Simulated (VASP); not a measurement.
# Sr3SiTe (P4mm) in VASP: notebook

Sr3SiTe is run at these levels: PBE; tasks: single point.

Program: VASP 6.6.1. These are calculated values, not measurements. Logs are shortened: lines on timing, memory, paths and dates and some standing lists are left out, and cuts for length are marked.

**1. The cell of the first run**

The structure is tetragonal, space group P4mm (No. 99). Conventional cell: a = 5.955 Å, b = 5.955 Å, c = 6.181 Å, α = 90.00°, β = 90.00°, γ = 90.00°. Within 4.3 Å of Sr (site symmetry 2mm) lie 2 Si at 3.01 Å and 2 Te at 3.53 Å and 6 Sr at 4.07 to 4.21 Å. Within 3.9 Å of Sr (site symmetry 4mm) lie 2 Si at 2.98 to 3.20 Å. Si (site symmetry 4mm) has 6 Sr at 2.98 to 3.20 Å within 3.9 Å. Te (site symmetry 4mm) has 8 Sr at 3.53 to 4.30 Å within 4.6 Å.

**2. Single point, PBE**

INCAR

```
  PREC = Accurate
  ENCUT = 500
  EDIFF = 1E-6
  ISMEAR = 0
  SIGMA = 0.1
  LREAL = False
  LASPH = True
  NELM = 120
  ALGO = Normal
  ISIF = 2
  LWAVE = False
  LCHARG = False
  GGA = PE
  NBANDS = 28
  GGA_COMPAT = False
```

KPOINTS

```
regular mesh
0
Gamma
  6 6 6
```

POSCAR

```
Sr3SiTe
1.0
    5.9554682584      0.0000000000      0.0000000000
    0.0000000000      5.9554682584      0.0000000000
    0.0000000000      0.0000000000      6.1806115769
Sr Si Te
3 1 1
Direct
    0.5000000000      0.0000000000      0.9370531419
    0.0000000000      0.5000000000      0.9370531419
    0.0000000000      0.0000000000      0.4880386621
    0.0000000000      0.0000000000      0.0064331933
    0.5000000000      0.5000000000      0.6314218608
```

Potentials or basis: VASP PAW PBE potentials, release 64 (Sr_sv, Si, Te).

The run is started by

```sh
cat potpaw_PBE.64/Sr_sv/POTCAR potpaw_PBE.64/Si/POTCAR potpaw_PBE.64/Te/POTCAR > POTCAR
mpirun -np 1 vasp_std > vasp.out
```

OUTCAR:

```text
PREC = Accurate
   ENCUT = 500
   EDIFF = 1E-6
   ISMEAR = 0
   LREAL = False
   LASPH = True
   NELM = 120
   ISIF = 2
   GGA = PE

 ion  position               nearest neighbor table
   1  0.500  0.000  0.937-   4 3.01   4 3.01   5 3.53   5 3.53   3 4.07   3 4.07   2 4.21   2 4.21
                             2 4.21   2 4.21   3 4.52   3 4.52
   2  0.000  0.500  0.937-   4 3.01   4 3.01   5 3.53   5 3.53   3 4.07   3 4.07   1 4.21   1 4.21
                             1 4.21   1 4.21   3 4.52   3 4.52
   3  0.000  0.000  0.488-   4 2.98   4 3.20   2 4.07   1 4.07   2 4.07   1 4.07   5 4.30   5 4.30
                             5 4.30   5 4.30   1 4.52   2 4.52   1 4.52   2 4.52
   4  0.000  0.000  0.006-   3 2.98   2 3.01   1 3.01   2 3.01   1 3.01   3 3.20
   5  0.500  0.500  0.631-   1 3.53   2 3.53   1 3.53   2 3.53   3 4.30   3 4.30   3 4.30   3 4.30

  LATTYP: Found a simple tetragonal cell.
 ALAT       =     5.9554682584
 C/A-ratio  =     1.0378044696

  Lattice vectors:

 A1 = (   5.9554682584,   0.0000000000,   0.0000000000)
 A2 = (   0.0000000000,   5.9554682584,   0.0000000000)
 A3 = (   0.0000000000,   0.0000000000,   6.1806115769)

Analysis of symmetry for initial positions (statically):
=====================================================================
 Subroutine PRICEL returns:
 Original cell was already a primitive cell.

 Routine SETGRP: Setting up the symmetry group for a
 simple tetragonal supercell.

 Subroutine GETGRP returns: Found  8 space group operations
 (whereof  8 operations were pure point group operations)
 out of a pool of 16 trial point group operations.

The static configuration has the point symmetry C_4v.

Analysis of symmetry for dynamics (positions and initial velocities):
=====================================================================
 Subroutine PRICEL returns:
 Original cell was already a primitive cell.

 Routine SETGRP: Setting up the symmetry group for a
 simple tetragonal supercell.

 Subroutine GETGRP returns: Found  8 space group operations
 (whereof  8 operations were pure point group operations)
 out of a pool of 16 trial point group operations.

The dynamic configuration has the point symmetry C_4v.

 Subroutine INISYM returns: Found  8 space group operations
 (whereof  8 operations are pure point group operations),
 and found     1 'primitive' translations

----------------------------------------------------------------------------------------

                                     Primitive cell

  volume of cell :     219.2115

  direct lattice vectors                    reciprocal lattice vectors
     5.955468258  0.000000000  0.000000000     0.167912909  0.000000000  0.000000000
     0.000000000  5.955468258  0.000000000     0.000000000  0.167912909  0.000000000
     0.000000000  0.000000000  6.180611577     0.000000000  0.000000000  0.161796286

  length of vectors
     5.955468258  5.955468258  6.180611577     0.167912909  0.167912909  0.161796286

  position of ions in fractional coordinates (direct lattice)
     0.500000000  0.000000000  0.937053142
     0.000000000  0.500000000  0.937053142
     0.000000000  0.000000000  0.488038662
     0.000000000  0.000000000  0.006433193
     0.500000000  0.500000000  0.631421861

  ion indices of the primitive-cell ions
   primitive index   ion index
                 1           1
                 2           2
                 3           3
                 4           4
                 5           5

----------------------------------------------------------------------------------------

 KPOINTS: regular mesh

Automatic generation of k-mesh.
 Grid dimensions read from file:
 generate k-points for:    6    6    6

 Generating k-lattice:

  Cartesian coordinates                     Fractional coordinates (reciprocal lattice)
     0.027985485  0.000000000  0.000000000     0.166666667  0.000000000  0.000000000
     0.000000000  0.027985485  0.000000000     0.000000000  0.166666667  0.000000000
     0.000000000  0.000000000  0.026966048     0.000000000  0.000000000  0.166666667

  Length of vectors
     0.027985485  0.027985485  0.026966048

  Shift w.r.t. Gamma in fractional coordinates (k-lattice)
     0.000000000  0.000000000  0.000000000

 Subroutine IBZKPT returns following result:
 ===========================================

 Found     40 irreducible k-points:

 Following reciprocal coordinates:
            Coordinates               Weight
  0.000000  0.000000  0.000000      1.000000
  0.166667  0.000000  0.000000      4.000000
  0.333333  0.000000  0.000000      4.000000
  0.500000  0.000000  0.000000      2.000000
  0.166667  0.166667  0.000000      4.000000
  0.333333  0.166667  0.000000      8.000000
[... 16 lines left out ...]
  0.333333  0.000000  0.333333      8.000000
  0.500000  0.000000  0.333333      4.000000
 [... further k-points ...]
   k-points           NKPTS =     40   k-points in BZ     NKDIM =     40   number of bands    NBANDS=     28
   number of dos      NEDOS =    301   number of ions     NIONS =      5
   total plane-waves  NPLWV = 110592
   dimension x,y,z NGX =    48 NGY =   48 NGZ =   48
   dimension x,y,z NGXF=    96 NGYF=   96 NGZF=   96
   ions per type =               3   1   1
   NGX,Y,Z   is equivalent  to a cutoff of  13.40, 13.40, 12.91 a.u.
   NGXF,Y,Z  is equivalent  to a cutoff of  26.80, 26.80, 25.82 a.u.
 SYSTEM =  unknown system
   PREC   = accura    normal or accurate (medium, high low for compatibility)
   ISTART =      0    job   : 0-new  1-cont  2-samecut
   ICHARG =      2    charge: 1-file 2-atom 10-const
   ISPIN  =      1    spin polarized calculation?
   LNONCOLLINEAR =      F non collinear calculations
   LSORBIT =      F    spin-orbit coupling
   LASPH  =      T    aspherical Exc in radial PAW
   ENCUT  =  500.0 eV  36.75 Ry    6.06 a.u.  10.86 10.86 11.27*2*pi/ulx,y,z
   NELM   =    120;   NELMIN=  2; NELMDL= -5     # of ELM steps
   EDIFF  = 0.1E-05   stopping-criterion for ELM
   LREAL  =      F    real-space projection
[... 7 lines left out ...]
   TEBEG  =    0.0;   TEEND  =   0.0 temperature during run
   PSTRESS=    0.0 pullay stress
   NELECT =      40.0000    total number of electrons
   NUPDOWN=      -1.0000    fix difference up-down
   EMIN   =  10.00;   EMAX   =-10.00  energy-range for DOS
   EFERMI =   0.00;   METHOD = LEGACY
   ISMEAR =     0;   SIGMA  =   0.10  broadening in eV -4-tet -1-fermi 0-gaus
   EFERMI_NEDOS =   21; number of points for ismear=-14 and -15
   IALGO  =     38    algorithm
   IMIX   =      4    mixing-type and parameters
     AMIX     =   0.40;   BMIX     =  1.00
     AMIX_MAG =   1.60;   BMIX_MAG =  1.00
  volume/ion in A,a.u.               =      43.84       295.86
  Fermi-wavevector in a.u.,A,eV,Ry     =   0.928554  1.754712 11.731108  0.862212
  Thomas-Fermi vector in A             =   2.054743
   LORBIT       =      0    0 simple, 1 ext, 2 COOP (PROOUT), +10 PAW based schemes
   GGA     = PE    functional components
   LHFCALC =     F    Hartree Fock is set to
   AEXX    =    0.0000 exact exchange contribution
   IVDW    =     0    specifies the selected vdW correction
   LEPSILON=     F    determine dielectric tensor
   LRPA    =     F    only Hartree local field effects (RPA)
 non-spin polarized calculation
 Gauss-broadening in eV      SIGMA  =   0.10
  energy-cutoff  :      500.00
  volume of cell :      219.21
 maximum number of plane-waves:      5616
 NGX is ok and might be reduce to    48

 number of electron      40.0000000 magnetization

 Free energy of the ion-electron system (eV)
  ---------------------------------------------------
  ext. energy  EPLUGINS =         0.00000000
  ---------------------------------------------------
  free energy    TOTEN  =       -16.77006166 eV

  energy without entropy =      -16.76863512  energy(sigma->0) =      -16.76934839

 E-fermi :   2.3278     XC(G=0):  -7.5253

 val. band max:        2.3097336452   @ k =   0.0000   0.0000   0.0000
 cond. band min:       2.4065302661   @ k =   0.0000   0.0000   0.1667
 fundamental gap:      0.0967966209
 Fermi energy:         2.3278137686

 k-point     1 :       0.0000    0.0000    0.0000
  band No.  band energies     occupation
      1     -34.1578      2.00000
      2     -33.4785      2.00000
      3     -33.4662      2.00000
      4     -16.2483      2.00000
      5     -16.2483      2.00000
      6     -15.9950      2.00000
[... 20 lines left out ...]
     27       5.5872      0.00000
     28       6.0591      0.00000

 k-point     2 :       0.1667    0.0000    0.0000
  band No.  band energies     occupation
      1     -34.1578      2.00000
      2     -33.4777      2.00000
      3     -33.4671      2.00000
      4     -16.2484      2.00000
      5     -16.2482      2.00000
      6     -15.9935      2.00000
[... 20 lines left out ...]
     27       5.6072      0.00000
     28       5.9058      0.00000

 k-point     3 :       0.3333    0.0000    0.0000
  band No.  band energies     occupation
      1     -34.1578      2.00000
      2     -33.4754      2.00000
      3     -33.4693      2.00000
      4     -16.2487      2.00000
      5     -16.2479      2.00000
      6     -15.9904      2.00000
[... 20 lines left out ...]
     27       5.3939      0.00000
     28       5.5435      0.00000

 k-point     4 :       0.5000    0.0000    0.0000
  band No.  band energies     occupation
      1     -34.1578      2.00000
      2     -33.4723      2.00000
      3     -33.4723      2.00000
      4     -16.2488      2.00000
      5     -16.2477      2.00000
      6     -15.9889      2.00000
[... 578 lines left out ...]
     27       5.1699      0.00000
     28       5.3985      0.00000

 k-point    23 :       0.3333    0.0000    0.3333
  band No.  band energies     occupation
      1     -34.1577      2.00000
      2     -33.4754      2.00000
      3     -33.4693      2.00000
      4     -16.2503      2.00000
      5     -16.2461      2.00000
      6     -15.9944      2.00000
[... 20 lines left out ...]
     27       5.2214      0.00000
     28       5.4480      0.00000

 k-point    24 :       0.5000    0.0000    0.3333
  band No.  band energies     occupation
      1     -34.1577      2.00000
      2     -33.4724      2.00000
      3     -33.4723      2.00000
      4     -16.2516      2.00000
      5     -16.2460      2.00000
      6     -15.9958      2.00000
[... 20 lines left out ...]
     27       5.2586      0.00000
     28       5.3293      0.00000

 [... further k-points ...]
[... 5 lines left out ...]
  --------------------------------------------------------------------------------------
  -------------------------------------------------------------------------------------
  Total        0.0461703      0.0461703      0.0593103      0.0000000      0.0000000     -0.0000000
  in kB        0.3374505      0.3374505      0.4334882      0.0000000      0.0000000     -0.0000000
  external PRESSURE =       0.3694631 kB  Pullay stress =       0.0000000 kB

 VOLUME and BASIS-vectors are now :
 -----------------------------------------------------------------------------
  energy-cutoff  :      500.00
  volume of cell :      219.21
      direct lattice vectors                 reciprocal lattice vectors
     5.955468258  0.000000000  0.000000000     0.167912909  0.000000000  0.000000000
     0.000000000  5.955468258  0.000000000     0.000000000  0.167912909  0.000000000
     0.000000000  0.000000000  6.180611577     0.000000000  0.000000000  0.161796286

 POSITION                                       TOTAL-FORCE (eV/Angst)
 -----------------------------------------------------------------------------------
      2.97773      0.00000      5.79156        -0.000000      0.000000     -0.001986
      0.00000      2.97773      5.79156        -0.000000     -0.000000     -0.001986
      0.00000      0.00000      3.01638         0.000000      0.000000     -0.002920
      0.00000      0.00000      0.03976        -0.000000     -0.000000      0.008009
      2.97773      2.97773      3.90257        -0.000000      0.000000     -0.001117
 -----------------------------------------------------------------------------------
    total drift:                                0.000000      0.000000      0.000005

  FREE ENERGIE OF THE ION-ELECTRON SYSTEM (eV)
  ---------------------------------------------------
  free  energy   TOTEN  =       -16.7700616558 eV

  energy  without entropy=      -16.7686351165  energy(sigma->0) =      -16.76934839
```

It took 4 min on 1 thread of Intel Xeon 8259CL, shared host; peak memory 0.46 GiB.

What came out:

```yaml
Free_energy: -16.7701 eV
Pressure: 0.0 GPa
Largest_force: 0.008 eV/Å
Band_gap_on_the_k_mesh: zero (filled and empty bands touch)
```

Forces in eV/Å, atoms in the order of the input:
```
Sr   0.000  0.000 -0.002
Sr   0.000  0.000 -0.002
Sr   0.000  0.000 -0.003
Si   0.000  0.000  0.008
Te   0.000  0.000 -0.001
```

Caveat: semilocal functionals underestimate gaps, and a narrow one can read as zero; spin-orbit coupling is left out, which moves the levels of the heavy elements.

**3. Single point, PBE**

This run uses another cell than the first one: it holds 10 atoms, not 5.

INCAR

```
SYSTEM = Sr3SiTe
ALGO = Normal
EDIFF = 1E-6
ENCUT = 500
GGA = PE
GGA_COMPAT = .False.
ISIF = 2
ISMEAR = 0
LASPH = .True.
LCHARG = .False.
LREAL = .False.
LWAVE = .False.
NBANDS = 51
NELM = 120
PREC = Accurate
SIGMA = 0.2
```

KPOINTS

```
k-points
0
Gamma
  4 4 2
  0 0 0
```

POSCAR

```
Sr3SiTe
1.0
    0.0000000000      5.9554682584      0.0000000000
    0.0000000000      0.0000000000      6.1806115769
   11.9109365168      0.0000000000      0.0000000000
Sr Si Te
6 2 2
Direct
    0.0000000000      0.9370531419      0.2500000000
    0.0000000000      0.9370531419      0.7500000000
    0.5000000000      0.9370531419      0.5000000000
    0.5000000000      0.9370531419      0.0000000000
    0.0000000000      0.4880386621      0.0000000000
    0.0000000000      0.4880386621      0.5000000000
    0.0000000000      0.0064331933      0.5000000000
    0.0000000000      0.0064331933      1.0000000000
    0.5000000000      0.6314218608      0.2500000000
    0.5000000000      0.6314218608      0.7500000000
```

Potentials or basis: VASP PAW PBE potentials, release 64 (Sr_sv, Si, Te).

The run is started by

```sh
cat potpaw_PBE.64/Sr_sv/POTCAR potpaw_PBE.64/Si/POTCAR potpaw_PBE.64/Te/POTCAR > POTCAR
mpirun -np 1 vasp_std > vasp.out
```

Wall time 9.2 min (1 thread of Intel Xeon 8259CL, shared host); peak memory 0.69 GiB.

Results (log left out):

```yaml
Free_energy: -33.5356 eV
Pressure: 0.0 GPa
Largest_force: 0.004 eV/Å
Band_gap_on_the_k_mesh: zero (filled and empty bands touch)
```

Forces on the atoms (eV/Å):
```
Sr   0.000  0.000  0.001
Sr   0.000  0.000  0.001
Sr   0.000  0.000  0.001
Sr   0.000  0.000  0.001
Sr   0.000  0.000 -0.002
Sr   0.000  0.000 -0.002
Si   0.000  0.000  0.004
Si   0.000  0.000  0.004
Te   0.000  0.000 -0.004
Te   0.000  0.000 -0.004
```

Levels at points of the mesh, in eV from the Fermi level:
```csv
k point,band 36,band 37,band 38,band 39,band 40,band 41,band 42,band 43,band 44,band 45
"(0.00, 0.00, 0.00)",-0.59,-0.56,-0.40,-0.19,-0.07,-0.07,0.38,0.87,0.91,1.06
"(0.50, 0.00, 0.00)",-1.14,-1.14,-0.74,-0.56,-0.40,0.91,1.06,1.13,1.19,1.23
"(0.00, 0.50, 0.00)",-1.42,-1.30,-0.62,-0.36,-0.36,0.86,1.10,1.12,1.16,1.29
"(0.50, 0.50, 0.00)",-1.60,-1.60,-1.42,-1.30,-0.62,1.16,1.29,1.52,1.59,1.68
"(0.00, 0.00, 0.50)",-1.03,-0.51,-0.51,-0.26,-0.26,0.54,0.54,0.80,0.80,0.93
"(0.50, 0.00, 0.50)",-1.26,-0.85,-0.85,-0.63,-0.63,0.81,0.81,0.92,0.92,1.51
"(0.00, 0.50, 0.50)",-1.62,-0.84,-0.84,-0.50,-0.50,1.02,1.02,1.33,1.33,1.36
"(0.50, 0.50, 0.50)",-1.71,-1.42,-1.42,-1.19,-1.19,1.43,1.43,1.50,1.50,1.70
```

Caveat: semilocal functionals underestimate gaps, and a narrow one can read as zero; spin-orbit coupling is left out, which moves the levels of the heavy elements.

The gap in the log of VASP goes by the Fermi energy; the results here count the filled bands.